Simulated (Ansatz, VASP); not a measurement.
**Two plane-wave programs on WS2**

INCAR

```
ALGO     = Normal         # electronic algorithm
EDIFF    = 1E-6           # SCF threshold, eV
ENCUT    = 520            # plane-wave cutoff, eV
ISIF     = 2              # what is computed and relaxed
ISMEAR   = 0              # smearing method
LASPH    = T              # aspherical terms in the spheres
LCHARG   = F              # write CHGCAR
LREAL    = F              # projectors in reciprocal space
LWAVE    = F              # write WAVECAR
NBANDS   = 35             # bands
NELM     = 60             # most SCF steps
PREC     = Accurate       # precision mode
SIGMA    = 0.05           # smearing width, eV
```

File KPOINTS:

```
k-points
0
Gamma
  12 12 4
```

POSCAR

```
WS2
1.0
    3.2078374247      0.0000000000      0.0000000000
   -1.6039187124      2.7780687010      0.0000000000
    0.0000000000      0.0000000000     12.4678049309
W S
2 4
Direct
    0.3333333333      0.6666666667      0.2500000000
    0.6666666667      0.3333333333      0.7500000000
    0.3333333333      0.6666666667      0.6420050976
    0.6666666667      0.3333333333      0.1420050976
    0.3333333333      0.6666666667      0.8579949024
    0.6666666667      0.3333333333      0.3579949024
```

Input for Ansatz:

```yaml
crystal:
  lattice:
    - [3.2078374247, 0.0, 0.0]
    - [-1.6039187124, 2.778068701, 0.0]
    - [0.0, 0.0, 12.4678049309]
  atoms:
    - { symbol: W, position: [0.3333333333, 0.6666666667, 0.25] }
    - { symbol: W, position: [0.6666666667, 0.3333333333, 0.75] }
    - { symbol: S, position: [0.3333333333, 0.6666666667, 0.6420050976] }
    - { symbol: S, position: [0.6666666667, 0.3333333333, 0.1420050976] }
    - { symbol: S, position: [0.3333333333, 0.6666666667, 0.8579949024] }
    - { symbol: S, position: [0.6666666667, 0.3333333333, 0.3579949024] }
basis:
  ecutwfc: 420
kpoints:
  mp_grid: { grid: [12, 12, 4] }
hamiltonian:
  xc: lda
  pseudopotentials: { kind: paw, azcp: { folder: soft_1 } }
scf:
  occupations: { method: gaussian, width: 0.05 }
output:
  forces: true
  stress: true
  eigenvalues: true
```

Alike in both runs: task single point; functional LDA; k mesh 12 × 12 × 4; occupations gaussian, width 0.05 eV; no spin polarisation.

|  | VASP | Ansatz |
| --- | --- | --- |
| version | VASP 6.6.1 | Ansatz 0.2.0 |
| potentials or method | VASP PAW LDA potentials, release 64 (W_sv, S), cutoff 520 eV | scalar-relativistic, plane waves, PAW |
| valence electrons in the cell | 52 | 52 |

```csv
,VASP,Ansatz,Ansatz less VASP
gap on the k mesh at the Fermi level (eV),none,none,-
pressure (GPa),18.4,18.1,-0.35
"traceless stress, the component that is largest in VASP (GPa)",17.28,17.35,+0.070
rms of the force components (eV/Å),2.262,2.242,-0.0198
```

Ansatz warns that its potentials were made for another functional, while VASP's fit it. LDA's correlation is that of Perdew and Zunger in VASP and of Perdew and Wang (1992) in Ansatz. Atom by atom the forces differ by 0.020 eV/Å (rms over components). A gap of «none» marks a metal or a gap that the smearing closes.

Spin-orbit coupling is off throughout.
